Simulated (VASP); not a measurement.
Write the native input for VASP 6.6.1 that does the following.

- Task: single point
- Functional: PBE
- Potentials or basis: VASP PAW PBE potentials, release 64 (In_d, Sb)
- Cutoff: 520 eV
- k mesh: 12 × 12 × 12
- Occupations: gaussian, width 0.15 eV
- Spin: no spin polarisation
- Dipole correction: no
- Further INCAR settings: ALGO = Normal; EDIFF = 1e-06; NBANDS = 16

The structure of InSb lies in POSCAR:

```
InSb
1.0
    0.0000000000      3.1828152308      3.5364613676
    2.5062747953      0.0000000000      3.5364613676
    2.5062747953      3.1828152308      0.0000000000
In Sb
1 1
Direct
    0.0000000000      0.0000000000      0.0000000000
    0.5000000000      0.5000000000      0.5000000000
```

This cell differs from its parent crystal: strain +e along x and -e along y -0.1100, strain +e along z and -e/2 along x and y +0.1500.

The input as run:

INCAR

```
ALGO = Normal
EDIFF = 1E-6
ENCUT = 520
GGA = PE
ISIF = 2
ISMEAR = 0
LASPH = T
LCHARG = F
LREAL = F
LWAVE = F
NBANDS = 16
NELM = 100
PREC = Accurate
SIGMA = 0.15
```

KPOINTS

```
k-points
0
Gamma
  12 12 12
```

Potentials or basis: VASP PAW PBE potentials, release 64 (In_d, Sb).

The run is started by

```sh
$ cat potpaw_PBE.64/In_d/POTCAR potpaw_PBE.64/Sb/POTCAR > POTCAR
$ mpirun -np 1 vasp_std > vasp.out
```

It gave:

The pressure is 14.4 GPa. The band gap on the k mesh is zero (bands 9 and 10 overlap by 3.34 eV).

Caveat: the cell differs from its parent crystal (strain +e along x and -e along y -0.1100, strain +e along z and -e/2 along x and y +0.1500); the cell stands under pressure; spin-orbit coupling is left out, which moves the levels of the heavy elements.

Wall time 100 s on 1 thread of Intel(R) Xeon(R) Platinum 8488C (Sapphire Rapids), on a shared host, peak memory 0.38 GiB.
